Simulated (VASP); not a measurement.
# Y3TaF2 (P-62m) in VASP: notebook, part 2 of 2

VASP 6.6.1. Earlier steps stand in the parts before.

## 3. Single point, PBE

Contents of INCAR:

```
ALGO = Normal
EDIFF = 1E-6
ENCUT = 520
GGA = PE
ISIF = 2
ISMEAR = 0
LASPH = True
LCHARG = False
LREAL = False
LWAVE = False
NBANDS = 38
NELM = 80
PREC = Accurate
SIGMA = 0.1
```

Contents of KPOINTS:

```
k-points
0
Gamma
  6 6 10
```

Contents of POSCAR:

```
Y3TaF2
1.0
    7.0297049010      0.0000000000      0.0000000000
   -3.5148524505      6.0879030254      0.0000000000
    0.0000000000      0.0000000000      3.3987944512
Y Ta F
3 1 2
Direct
    0.3643061373      0.0000000000      0.0000000000
    0.0000000000      0.3643061373      0.0000000000
    0.6356938627      0.6356938627      0.0000000000
    0.0000000000      0.0000000000      0.5000000000
    0.3333333333      0.6666666667      0.0000000000
    0.6666666667      0.3333333333      0.0000000000
```

Potentials or basis: VASP PAW PBE potentials, release 64 (Y_sv, Ta_pv, F).

Started as:

```console
$ cat potpaw_PBE.64/Y_sv/POTCAR potpaw_PBE.64/Ta_pv/POTCAR potpaw_PBE.64/F/POTCAR > POTCAR
$ mpirun -np 1 vasp_std > vasp.out
```

OUTCAR:

```text
EDIFF = 1E-6
   ENCUT = 520
   GGA = PE
   ISIF = 2
   ISMEAR = 0
   LASPH = True
   LREAL = False
   NELM = 80
   PREC = Accurate

 ion  position               nearest neighbor table
   1  0.364  0.000  0.000-   5 2.24   6 2.24   4 3.07   4 3.07   3 3.88   2 3.88   3 3.88   2 3.88

   2  0.000  0.364  0.000-   6 2.24   5 2.24   4 3.07   4 3.07   3 3.88   3 3.88   1 3.88   1 3.88

   3  0.636  0.636  0.000-   5 2.24   6 2.24   4 3.07   4 3.07   2 3.88   2 3.88   1 3.88   1 3.88

   4  0.000  0.000  0.500-   1 3.07   1 3.07   3 3.07   2 3.07   2 3.07   3 3.07
   5  0.333  0.667  0.000-   1 2.24   2 2.24   3 2.24
   6  0.667  0.333  0.000-   2 2.24   1 2.24   3 2.24

  LATTYP: Found a hexagonal cell.
 ALAT       =     7.0297049010
 C/A-ratio  =     0.4834903455

  Lattice vectors:

 A1 = (   7.0297049010,   0.0000000000,   0.0000000000)
 A2 = (  -3.5148524505,   6.0879030254,   0.0000000000)
 A3 = (   0.0000000000,   0.0000000000,   3.3987944512)

Analysis of symmetry for initial positions (statically):
=====================================================================
 Subroutine PRICEL returns:
 Original cell was already a primitive cell.

 Routine SETGRP: Setting up the symmetry group for a
 hexagonal supercell.

 Subroutine GETGRP returns: Found 12 space group operations
 (whereof 12 operations were pure point group operations)
 out of a pool of 24 trial point group operations.

The static configuration has the point symmetry D_3h.

Analysis of symmetry for dynamics (positions and initial velocities):
=====================================================================
 Subroutine PRICEL returns:
 Original cell was already a primitive cell.

 Routine SETGRP: Setting up the symmetry group for a
 hexagonal supercell.

[... 130 lines left out ...]
   IMIX   =      4    mixing-type and parameters
     AMIX     =   0.40;   BMIX     =  1.00
     AMIX_MAG =   1.60;   BMIX_MAG =  1.00
  volume/ion in A,a.u.               =      24.24       163.60
  Fermi-wavevector in a.u.,A,eV,Ry     =   1.204965  2.277053 19.754836  1.451939
  Thomas-Fermi vector in A             =   2.340674
   LORBIT       =      0    0 simple, 1 ext, 2 COOP (PROOUT), +10 PAW based schemes
   GGA     = PE    functional components
   LHFCALC =     F    Hartree Fock is set to
   AEXX    =    0.0000 exact exchange contribution
   IVDW    =     0    specifies the selected vdW correction
   LEPSILON=     F    determine dielectric tensor
   LRPA    =     F    only Hartree local field effects (RPA)
 non-spin polarized calculation
 Gauss-broadening in eV      SIGMA  =   0.10
  energy-cutoff  :      520.00
  volume of cell :      145.46
 maximum number of plane-waves:      3940
 NGX is ok and might be reduce to    54
   NGX = 27   NGY = 27   NGZ = 13

 number of electron      57.9999979 magnetization

 Free energy of the ion-electron system (eV)
  ---------------------------------------------------
  ext. energy  EPLUGINS =         0.00000000
  ---------------------------------------------------
  free energy    TOTEN  =       -42.95463139 eV

  energy without entropy =      -42.93718188  energy(sigma->0) =      -42.94590663

 E-fermi :   3.0633     XC(G=0):  -9.4679

 val. band max:        3.0584060664   @ k =   0.1667   0.0000   0.5000
 cond. band min:       3.0864339548   @ k =   0.0000   0.0000   0.3000
 fundamental gap:      0.0280278885
 Fermi energy:         3.0633265934

 k-point     1 :       0.0000    0.0000    0.0000
  band No.  band energies     occupation
      1     -39.8481      2.00000
      2     -39.8233      2.00000
      3     -39.8233      2.00000
      4     -30.9714      2.00000
      5     -30.9482      2.00000
      6     -30.9482      2.00000
[... 973 lines left out ...]
     37       5.4538      0.00000
     38       6.1081      0.00000

 [... further k-points ...]

------------------------ aborting loop because EDIFF is reached ----------------------------------------

  FORCE on cell =-STRESS in cart. coord.  units (eV):
  Direction    XX          YY          ZZ          XY          YZ          ZX
  --------------------------------------------------------------------------------------
  -------------------------------------------------------------------------------------
  Total       -0.0968709     -0.0968709     -0.1678203      0.0000000     -0.0000000      0.0000000
  in kB       -1.0670241     -1.0670241     -1.8485252      0.0000000     -0.0000000      0.0000000
  external PRESSURE =      -1.3275244 kB  Pullay stress =       0.0000000 kB

 VOLUME and BASIS-vectors are now :
 -----------------------------------------------------------------------------
  energy-cutoff  :      520.00
  volume of cell :      145.46
      direct lattice vectors                 reciprocal lattice vectors
     7.029704901  0.000000000  0.000000000     0.142253482  0.082130086  0.000000000
    -3.514852450  6.087903025  0.000000000     0.000000000  0.164260172  0.000000000
     0.000000000  0.000000000  3.398794451     0.000000000  0.000000000  0.294221970

 POSITION                                       TOTAL-FORCE (eV/Angst)
 -----------------------------------------------------------------------------------
      2.56096      0.00000      0.00000        -0.013379     -0.000000      0.000000
     -1.28048      2.21786      0.00000         0.006689     -0.011586     -0.000000
      2.23437      3.87004      0.00000         0.006689      0.011586      0.000000
      0.00000      0.00000      1.69940        -0.000000     -0.000000      0.000000
     -0.00000      4.05860      0.00000        -0.000000     -0.000000      0.000000
      3.51485      2.02930      0.00000        -0.000000     -0.000000      0.000000
 -----------------------------------------------------------------------------------
    total drift:                                0.000000      0.000001     -0.000000

  FREE ENERGIE OF THE ION-ELECTRON SYSTEM (eV)
  ---------------------------------------------------
  free  energy   TOTEN  =       -42.9546313855 eV

  energy  without entropy=      -42.9371818838  energy(sigma->0) =      -42.94590663
```

stdout:

```text
POSCAR found type information on POSCAR Y TaF
 POSCAR found :  3 types and       6 ions
 scaLAPACK will be used
 LDA part: xc-table for (Slater+PW92), standard interpolation
 POSCAR, INCAR and KPOINTS ok, starting setup
 FFT: planning ... GRIDC
 FFT: planning ... GRID_SOFT
 FFT: planning ... GRID
 WAVECAR not read
 entering main loop
```

Wall time 2.4 min (1 thread of Intel Xeon 6975P-C (Granite Rapids), shared host); peak memory 0.41 GiB.

What came out:

```yaml
Free_energy: -42.9546 eV
Pressure: -0.1 GPa
Largest_force: 0.013 eV/Å
Band_gap_on_the_k_mesh: zero (bands 29 and 30 overlap by 0.21 eV)
```

Forces on the atoms (eV/Å):
```
Y   -0.013  0.000  0.000
Y    0.007 -0.012  0.000
Y    0.007  0.012  0.000
Ta   0.000  0.000  0.000
F    0.000  0.000  0.000
F    0.000  0.000  0.000
```

Caveat: spin-orbit coupling is left out, which moves the levels of the heavy elements.

## 4. Single point, PBE (24.97 Å³/atom)

This run uses another cell than the first one, of 24.97 Å³/atom.

Contents of INCAR:

```
SYSTEM = Y3TaF2
ALGO = Normal
EDIFF = 1E-7
ENCUT = 520
GGA = PE
ISIF = 2
ISMEAR = 0
LASPH = .TRUE.
LCHARG = .TRUE.
LELF = .TRUE.
LREAL = .FALSE.
LVHAR = .TRUE.
LWAVE = .FALSE.
NBANDS = 38
NELM = 60
PREC = Accurate
SIGMA = 0.1
```

Contents of KPOINTS:

```
k-points
0
G
  6 6 10
  0 0 0
```

Contents of POSCAR:

```
Y3TaF2
1.0
    7.0763927534      0.0000000000      0.0000000000
   -3.5381963767      6.1283358916      0.0000000000
    0.0000000000      0.0000000000      3.4547168286
Y Ta F
3 1 2
Direct
    0.3630494893      0.0000000000      0.0000000000
    0.0000000000      0.3630494893      0.0000000000
    0.6369505107      0.6369505107      0.0000000000
    0.0000000000      0.0000000000      0.5000000000
    0.3333333333      0.6666666667      0.0000000000
    0.6666666667      0.3333333333      0.0000000000
```

Started as:

```console
$ cat potpaw_PBE.64/Y_sv/POTCAR potpaw_PBE.64/Ta_pv/POTCAR potpaw_PBE.64/F/POTCAR > POTCAR
$ mpirun -np 1 vasp_std > vasp.out
```

Run time: 3 min. Hardware: 1 thread of Intel Xeon 6975P-C (Granite Rapids), shared host; peak memory 0.41 GiB.

The run converged. Its results:

```
Free energy            : -42.9317 eV
Pressure               : -1.7 GPa
Largest force          : 0.011 eV/Å
Band gap on the k mesh : zero (bands 29 and 30 overlap by 0.14 eV)
```

Forces in eV/Å, atoms in the order of the input:
```
Y   -0.011  0.000  0.000
Y    0.005 -0.009  0.000
Y    0.005  0.009  0.000
Ta   0.000  0.000  0.000
F    0.000  0.000  0.000
F    0.000  0.000  0.000
```

Levels at points of the mesh, in eV from the Fermi level:
```tsv
k point	band 26	band 27	band 28	band 29	band 30	band 31	band 32	band 33
(0.00, 0.00, 0.00)	-1.48	-1.48	-0.56	-0.56	1.07	1.07	1.63	2.00
(0.50, 0.00, 0.00)	-1.67	-1.32	-0.80	-0.63	1.16	1.19	1.25	1.61
(0.00, 0.00, 0.50)	-0.66	-0.66	-0.37	-0.37	0.00	0.00	1.38	1.42
(0.50, 0.00, 0.50)	-0.87	-0.47	-0.23	0.00	0.15	0.86	1.42	2.26
```

Caveat: spin-orbit coupling is left out, which moves the levels of the heavy elements.

## 5. Single point, PBE (26.67 Å³/atom)

This run uses another cell than the first one, of 26.67 Å³/atom.

Contents of INCAR:

```
SYSTEM = Y3TaF2
PREC     = Accurate       ! precision mode
ENCUT    = 520            ! plane-wave cutoff, eV
EDIFF    = 1E-6           ! SCF threshold, eV
ISMEAR   = 0              ! smearing method
SIGMA    = 0.1            ! smearing width, eV
LREAL    = .False.        ! projectors in reciprocal space
LASPH    = .True.         ! aspherical terms in the spheres
NELM     = 60             ! most SCF steps
ALGO     = Normal         ! electronic algorithm
ISIF     = 2              ! what is computed and relaxed
LWAVE    = .False.        ! write WAVECAR
LCHARG   = .False.        ! write CHGCAR
GGA      = PE             ! functional
NBANDS   = 38             ! bands
```

Contents of KPOINTS:

```
Automatic mesh
0
Gamma
  6 6 10
  0 0 0
```

Contents of POSCAR:

```
Y3TaF2
1.0
    7.1807107042      0.0000000000      0.0000000000
   -3.5903553521      6.2186778871      0.0000000000
    0.0000000000      0.0000000000      3.5830833726
Y Ta F
3 1 2
Direct
    0.3598829440      0.0000000000      0.0000000000
    0.0000000000      0.3598829440      0.0000000000
    0.6401170560      0.6401170560      0.0000000000
    0.0000000000      0.0000000000      0.5000000000
    0.3333333333      0.6666666667      0.0000000000
    0.6666666667      0.3333333333      0.0000000000
```

Started as:

```console
$ cat potpaw_PBE.64/Y_sv/POTCAR potpaw_PBE.64/Ta_pv/POTCAR potpaw_PBE.64/F/POTCAR > POTCAR
$ mpirun -np 1 vasp_std > vasp.out
```

Wall time 2.7 min (1 thread of Intel Xeon 6975P-C (Granite Rapids), shared host); peak memory 0.42 GiB.

The run converged. Its results:

* Free energy: -42.7305 eV
* Pressure: -4.7 GPa
* Largest force: 0.011 eV/Å

Forces in eV/Å, atoms in the order of the input:
```
Y   -0.011  0.000  0.000
Y    0.006 -0.010  0.000
Y    0.006  0.010  0.000
Ta   0.000  0.000  0.000
F    0.000  0.000  0.000
F    0.000  0.000  0.000
```

Levels at points of the mesh, in eV from the Fermi level:
```
           k point  band 25  band 26  band 27  band 28  band 29  band 30  band 31  band 32  band 33  band 34
(0.00, 0.00, 0.00)    -1.69    -1.36    -1.36    -0.50    -0.50     0.88     0.88     1.69     1.85     2.15
(0.50, 0.00, 0.00)    -2.08    -1.54    -1.22    -0.69    -0.53     0.96     1.05     1.24     1.65     2.04
(0.00, 0.00, 0.50)    -0.74    -0.57    -0.57    -0.24    -0.24     0.03     0.03     1.31     1.40     1.44
(0.50, 0.00, 0.50)    -1.05    -0.78    -0.36    -0.17    -0.11     0.19     0.80     1.48     2.11     2.33
```

Caveat: the cell stands under tension; spin-orbit coupling is left out, which moves the levels of the heavy elements.

## 6. The runs side by side

| cell | gap on the mesh (eV) | pressure (GPa) | largest force (eV/Å) |
| --- | --- | --- | --- |
| a = 7.030, b = 7.030, c = 3.399 Å, angles 90.0, 90.0, 120.0°, 6 atoms, atomic positions A | none | -0.1 | 0.01 |
| a = 7.076, b = 7.076, c = 3.455 Å, angles 90.0, 90.0, 120.0°, 6 atoms, atomic positions A | none | -1.7 | 0.01 |
| a = 7.181, b = 7.181, c = 3.583 Å, angles 90.0, 90.0, 120.0°, 6 atoms, atomic positions B | - | -4.7 | 0.01 |

Alike in all rows: task single point; level PBE; potentials or basis VASP PAW PBE potentials, release 64 (Y_sv, Ta_pv, F); no spin polarisation; k mesh 6 × 6 × 10; cutoff (eV) 520; smearing gaussian 0.1 eV.

Caveats: spin-orbit coupling is left out, which moves the levels of the heavy elements; the cell stands under tension (at least some runs).

Absolute energies hang on the potentials; compare differences alone.
